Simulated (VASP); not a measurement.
# CoSi2: single point with PBE

The system is CoSi2.

```
CELL_PARAMETERS angstrom
0.00000 2.62521 2.62521
2.62521 0.00000 2.62521
2.62521 2.62521 0.00000
ATOMIC_POSITIONS crystal
Co 0.00000 0.00000 0.00000
Si 0.25000 0.25000 0.25000
Si 0.75000 0.75000 0.75000
```

```yaml
Program: VASP 6.6.1
Task: single point
Functional: PBE
Potentials_or_basis: VASP PAW PBE potentials, release 64 (Co, Si)
Cutoff: 520 eV
k_mesh: 14 × 14 × 14
Occupations: gaussian, width 0.1 eV
Spin: no spin polarisation
```

* Pressure: 12.6 GPa
* Band gap on the k mesh: zero (an odd number of electrons rules out a gap without spin polarisation)

Levels at points of the mesh, in eV from the Fermi level:
| k point | band 5 | band 6 | band 7 | band 8 | band 9 | band 10 | band 11 | band 12 | band 13 | band 14 |
| --- | --- | --- | --- | --- | --- | --- | --- | --- | --- | --- |
| (0.00, 0.00, 0.00) | -2.13 | -2.13 | 1.35 | 3.45 | 3.45 | 3.45 | 3.64 | 3.64 | 3.64 | 5.92 |
| (0.50, 0.00, 0.00) | -2.33 | -1.81 | -1.81 | -0.52 | -0.52 | 2.88 | 3.58 | 3.58 | 4.87 | 10.63 |
| (0.50, 0.50, 0.00) | -3.85 | -2.14 | -2.14 | -2.10 | -1.49 | 1.81 | 2.94 | 8.60 | 10.19 | 10.19 |

It took 34 s on 1 thread of Intel(R) Xeon(R) Platinum 8559C (Emerald Rapids), on a shared host, peak memory 0.19 GiB.

Caveat: the cell stands under pressure; the run has no spin polarisation, though such a crystal can be magnetic. Spin polarisation is off, so any magnetic state and its effect on volume and gap are missing.
